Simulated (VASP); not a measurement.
# Ga3S2 (P6/mmm) in VASP: notebook, part 2 of 2

VASP 6.6.1. Earlier steps stand in the parts before.

## 3. Single point, PBE

This run uses another cell than the first one, of 24.75 Å³/atom, 1.035 times its volume.

Input file INCAR:

```
PREC     = Accurate       # precision mode
ENCUT    = 520            # plane-wave cutoff, eV
EDIFF    = 1E-7           # SCF threshold, eV
ISMEAR   = 0              # smearing method
SIGMA    = 0.1            # smearing width, eV
LREAL    = False          # projectors in reciprocal space
LASPH    = True           # aspherical terms in the spheres
NELM     = 80             # most SCF steps
ALGO     = Normal         # electronic algorithm
ISIF     = 2              # what is computed and relaxed
LWAVE    = False          # write WAVECAR
LCHARG   = True           # write CHGCAR
GGA      = PE             # functional
LELF     = True           # ELF
LVHAR    = True         
NBANDS   = 34             # bands
```

Input file KPOINTS:

```
Automatic mesh
0
Gamma
  6 6 2
```

Input file POSCAR:

```
Ga3S2
1.0
    5.6343732372      0.0000000000      0.0000000000
   -2.8171866186      4.8795103578      0.0000000000
    0.0000000000      0.0000000000      4.5019813465
Ga S
3 2
Direct
    0.3333333333      0.6666666667      0.5000000000
    0.6666666667      0.3333333333      0.5000000000
    0.0000000000      0.0000000000      0.5000000000
    0.3333333333      0.6666666667      0.0000000000
    0.6666666667      0.3333333333      0.0000000000
```

Potentials or basis: VASP PAW PBE potentials, release 64 (Ga_d, S).

Run with:

```console
> cat potpaw_PBE.64/Ga_d/POTCAR potpaw_PBE.64/S/POTCAR > POTCAR
> mpirun -np 1 vasp_std > vasp.out
```

OUTCAR:

```text
PREC = Accurate
   ENCUT = 520
   EDIFF = 1E-7
   ISMEAR = 0
   LREAL = False
   LASPH = True
   NELM = 80
   ISIF = 2
   GGA = PE

 ion  position               nearest neighbor table
   1  0.333  0.667  0.500-   4 2.25   4 2.25
   2  0.667  0.333  0.500-   5 2.25   5 2.25
   3  0.000  0.000  0.500-
   4  0.333  0.667  0.000-   1 2.25   1 2.25
   5  0.667  0.333  0.000-   2 2.25   2 2.25

  LATTYP: Found a hexagonal cell.
 ALAT       =     5.6343732372
 C/A-ratio  =     0.7990207885

  Lattice vectors:

 A1 = (   5.6343732372,   0.0000000000,   0.0000000000)
 A2 = (  -2.8171866186,   4.8795103578,   0.0000000000)
 A3 = (   0.0000000000,   0.0000000000,   4.5019813465)

Analysis of symmetry for initial positions (statically):
=====================================================================
 Subroutine PRICEL returns:
 Original cell was already a primitive cell.

 Routine SETGRP: Setting up the symmetry group for a
 hexagonal supercell.

 Subroutine GETGRP returns: Found 24 space group operations
 (whereof 24 operations were pure point group operations)
 out of a pool of 24 trial point group operations.

The static configuration has the point symmetry D_6h.

Analysis of symmetry for dynamics (positions and initial velocities):
=====================================================================
 Subroutine PRICEL returns:
 Original cell was already a primitive cell.

 Routine SETGRP: Setting up the symmetry group for a
 hexagonal supercell.

 Subroutine GETGRP returns: Found 24 space group operations
 (whereof 24 operations were pure point group operations)
 out of a pool of 24 trial point group operations.

The dynamic configuration has the point symmetry D_6h.

 Subroutine INISYM returns: Found 24 space group operations
 (whereof 24 operations are pure point group operations),
 and found     1 'primitive' translations

----------------------------------------------------------------------------------------

                                     Primitive cell

  volume of cell :     123.7729

  direct lattice vectors                    reciprocal lattice vectors
     5.634373237  0.000000000  0.000000000     0.177482030  0.102469298  0.000000000
    -2.817186619  4.879510358  0.000000000     0.000000000  0.204938596  0.000000000
     0.000000000  0.000000000  4.501981347     0.000000000  0.000000000  0.222124421

  length of vectors
     5.634373237  5.634373237  4.501981347     0.204938596  0.204938596  0.222124421

  position of ions in fractional coordinates (direct lattice)
     0.333333333  0.666666667  0.500000000
     0.666666667  0.333333333  0.500000000
     0.000000000  0.000000000  0.500000000
     0.333333333  0.666666667  0.000000000
     0.666666667  0.333333333  0.000000000

  ion indices of the primitive-cell ions
   primitive index   ion index
                 1           1
                 2           2
                 3           3
                 4           4
                 5           5

----------------------------------------------------------------------------------------
[... 29 lines left out ...]
  0.333333  0.000000  0.000000      6.000000
  0.500000  0.000000  0.000000      3.000000
  0.166667  0.166667  0.000000      6.000000
  0.333333  0.166667  0.000000     12.000000
  0.333333  0.333333  0.000000      2.000000
  0.000000  0.000000  0.500000      1.000000
  0.166667  0.000000  0.500000      6.000000
  0.333333  0.000000  0.500000      6.000000
  0.500000  0.000000  0.500000      3.000000
  0.166667  0.166667  0.500000      6.000000
  0.333333  0.166667  0.500000     12.000000
  0.333333  0.333333  0.500000      2.000000
   k-points           NKPTS =     14   k-points in BZ     NKDIM =     14   number of bands    NBANDS=     34
   number of dos      NEDOS =    301   number of ions     NIONS =      5
   total plane-waves  NPLWV =  63504
   dimension x,y,z NGX =    42 NGY =   42 NGZ =   36
   dimension x,y,z NGXF=    84 NGYF=   84 NGZF=   72
   ions per type =               3   2
   NGX,Y,Z   is equivalent  to a cutoff of  12.39, 12.39, 13.29 a.u.
   NGXF,Y,Z  is equivalent  to a cutoff of  24.78, 24.78, 26.59 a.u.
 SYSTEM =  unknown system
   PREC   = accura    normal or accurate (medium, high low for compatibility)
   ISTART =      0    job   : 0-new  1-cont  2-samecut
   ICHARG =      2    charge: 1-file 2-atom 10-const
   ISPIN  =      1    spin polarized calculation?
   LNONCOLLINEAR =      F non collinear calculations
   LSORBIT =      F    spin-orbit coupling
   LASPH  =      T    aspherical Exc in radial PAW
   ENCUT  =  520.0 eV  38.22 Ry    6.18 a.u.  10.48 10.48  8.37*2*pi/ulx,y,z
   NELM   =     80;   NELMIN=  2; NELMDL= -5     # of ELM steps
   EDIFF  = 0.1E-06   stopping-criterion for ELM
   LREAL  =      F    real-space projection
   EDIFFG = 0.1E-05   stopping-criterion for IOM
   NSW    =      0    number of steps for IOM
   IBRION =     -1    ionic relax: 0-MD 1-quasi-New 2-CG
   NFREE  =      0    steps in history (QN), initial steepest desc. (CG)
   ISIF   =      2    stress and relaxation
   ISYM   =      2    0-nonsym 1-usesym 2-fastsym
   POTIM  = 0.5000    time-step for ionic-motion
   TEBEG  =    0.0;   TEEND  =   0.0 temperature during run
   PSTRESS=    0.0 pullay stress
   NELECT =      51.0000    total number of electrons
   NUPDOWN=      -1.0000    fix difference up-down
   EMIN   =  10.00;   EMAX   =-10.00  energy-range for DOS
   EFERMI =   0.00;   METHOD = LEGACY
   ISMEAR =     0;   SIGMA  =   0.10  broadening in eV -4-tet -1-fermi 0-gaus
   EFERMI_NEDOS =   21; number of points for ismear=-14 and -15
   IALGO  =     38    algorithm
   IMIX   =      4    mixing-type and parameters
     AMIX     =   0.40;   BMIX     =  1.00
     AMIX_MAG =   1.60;   BMIX_MAG =  1.00
  volume/ion in A,a.u.               =      24.75       167.05
  Fermi-wavevector in a.u.,A,eV,Ry     =   1.218212  2.302088 20.191612  1.484042
  Thomas-Fermi vector in A             =   2.353507
   LORBIT       =      0    0 simple, 1 ext, 2 COOP (PROOUT), +10 PAW based schemes
   GGA     = PE    functional components
   LHFCALC =     F    Hartree Fock is set to
   AEXX    =    0.0000 exact exchange contribution
   IVDW    =     0    specifies the selected vdW correction
   LEPSILON=     F    determine dielectric tensor
   LRPA    =     F    only Hartree local field effects (RPA)
 non-spin polarized calculation
 Gauss-broadening in eV      SIGMA  =   0.10
  energy-cutoff  :      520.00
  volume of cell :      123.77
 maximum number of plane-waves:      3377
 NGX is ok and might be reduce to    42
   NGX = 21   NGY = 21   NGZ = 17

 number of electron      50.9999984 magnetization

 Free energy of the ion-electron system (eV)
  ---------------------------------------------------
  ext. energy  EPLUGINS =         0.00000000
  ---------------------------------------------------
  free energy    TOTEN  =       -16.58025164 eV

  energy without entropy =      -16.56662252  energy(sigma->0) =      -16.57343708

 E-fermi :   2.8406     XC(G=0):  -9.1442

 val. band max:        2.7691432762   @ k =   0.5000   0.0000   0.5000
 cond. band min:       2.8645541329   @ k =   0.0000   0.0000   0.5000
 fundamental gap:      0.0954108567
 Fermi energy:         2.8405501078

 k-point     1 :       0.0000    0.0000    0.0000
  band No.  band energies     occupation
      1     -12.3731      2.00000
      2     -12.2915      2.00000
      3     -12.2653      2.00000
      4     -12.2653      2.00000
      5     -12.2481      2.00000
      6     -12.2200      2.00000
[... 507 lines left out ...]
     33       8.8008      0.00000
     34       8.9032      0.00000

------------------------ aborting loop because EDIFF is reached ----------------------------------------

  FORCE on cell =-STRESS in cart. coord.  units (eV):
  Direction    XX          YY          ZZ          XY          YZ          ZX
  --------------------------------------------------------------------------------------
  -------------------------------------------------------------------------------------
  Total        0.0053449      0.0053449     -0.0131994      0.0000000     -0.0000000     -0.0000000
  in kB        0.0691871      0.0691871     -0.1708598      0.0000000     -0.0000000     -0.0000000
  external PRESSURE =      -0.0108285 kB  Pullay stress =       0.0000000 kB

 VOLUME and BASIS-vectors are now :
 -----------------------------------------------------------------------------
  energy-cutoff  :      520.00
  volume of cell :      123.77
      direct lattice vectors                 reciprocal lattice vectors
     5.634373237  0.000000000  0.000000000     0.177482030  0.102469298  0.000000000
    -2.817186619  4.879510358  0.000000000     0.000000000  0.204938596  0.000000000
     0.000000000  0.000000000  4.501981347     0.000000000  0.000000000  0.222124421

 POSITION                                       TOTAL-FORCE (eV/Angst)
 -----------------------------------------------------------------------------------
     -0.00000      3.25301      2.25099        -0.000000      0.000000      0.000000
      2.81719      1.62650      2.25099         0.000000      0.000000      0.000000
      0.00000      0.00000      2.25099         0.000000      0.000000      0.000000
     -0.00000      3.25301      0.00000        -0.000000      0.000000     -0.000000
      2.81719      1.62650      0.00000         0.000000     -0.000000      0.000000
 -----------------------------------------------------------------------------------
    total drift:                                0.000000      0.000000     -0.000000

  FREE ENERGIE OF THE ION-ELECTRON SYSTEM (eV)
  ---------------------------------------------------
  free  energy   TOTEN  =       -16.5802516432 eV

  energy  without entropy=      -16.5666225209  energy(sigma->0) =      -16.57343708
```

It took 40 s on 1 thread of Intel Xeon 6975P-C (Granite Rapids), shared host; peak memory 0.25 GiB.

Results:

| Item | Value |
| --- | --- |
| Free energy | -16.5803 eV |
| Pressure | 0.0 GPa |

Caveat: the k points lie up to 0.70 Å⁻¹ apart.

## 4. Single point, PBE

This run uses another cell than the first one, of 20.27 Å³/atom, 0.848 times its volume.

Input file INCAR:

```
SYSTEM = Ga3S2
PREC = Accurate
ENCUT = 520
EDIFF = 1E-6
ISMEAR = 0
SIGMA = 0.1
LREAL = .FALSE.
LASPH = .TRUE.
NELM = 100
ALGO = Normal
ISIF = 2
LWAVE = .FALSE.
LCHARG = .FALSE.
GGA = PE
NBANDS = 34
```

Input file KPOINTS:

```
regular mesh
0
G
  6 6 4
  0 0 0
```

Changes to POSCAR since step 3:

```diff
@@ -2,5 +2,5 @@
 1.0
-    5.6343732372      0.0000000000      0.0000000000
-   -2.8171866186      4.8795103578      0.0000000000
-    0.0000000000      0.0000000000      4.5019813465
+    4.8497389634      0.0000000000      0.0000000000
+   -2.4248694817      4.1999971440      0.0000000000
+    0.0000000000      0.0000000000      4.9754411847
 Ga S
```

Run with:

```console
> cat potpaw_PBE.64/Ga_d/POTCAR potpaw_PBE.64/S/POTCAR > POTCAR
> mpirun -np 1 vasp_std > vasp.out
```

Wall time 34 s (1 thread of Intel Xeon 6975P-C (Granite Rapids), shared host); peak memory 0.23 GiB.

It converged, with:

```yaml
Free_energy: -16.0050 eV
Pressure: 0.1 GPa
```

Stress tensor (GPa, compression positive):
```
0.09 0.00 0.00
0.00 0.09 0.00
0.00 0.00 0.17
```

Levels at points of the mesh, in eV from the Fermi level:
```csv
k point,band 22,band 23,band 24,band 25,band 26,band 27,band 28,band 29
"(0.00, 0.00, 0.00)",-2.79,-1.53,-1.53,-1.42,-0.47,0.89,0.89,1.44
"(0.50, 0.00, 0.00)",-3.89,-3.15,-1.81,-1.25,-0.34,0.77,1.89,5.02
"(0.00, 0.00, 0.50)",-2.84,-0.50,-0.50,-0.46,-0.46,-0.21,-0.21,0.44
"(0.50, 0.00, 0.50)",-3.35,-2.75,-0.30,-0.20,0.95,1.53,2.14,3.03
```

## 5. The runs side by side

```csv
cell,k mesh,gap on the mesh (eV),pressure (GPa)
"a = 4.002, b = 4.002, c = 8.618 Å, angles 90.0, 90.0, 120.0°, 5 atoms",6 × 6 × 2,none,18.2
"a = 5.634, b = 5.634, c = 4.502 Å, angles 90.0, 90.0, 120.0°, 5 atoms",6 × 6 × 2,none,0.0
"a = 4.850, b = 4.850, c = 4.975 Å, angles 90.0, 90.0, 120.0°, 5 atoms",6 × 6 × 4,none,0.1
```

Alike in all rows: task single point; level PBE; potentials or basis VASP PAW PBE potentials, release 64 (Ga_d, S); no spin polarisation; cutoff (eV) 520; smearing gaussian 0.1 eV.

Caveats: some runs use coarse meshes.

Total energies depend on the potentials used, so only differences within one code and one set of settings carry meaning.
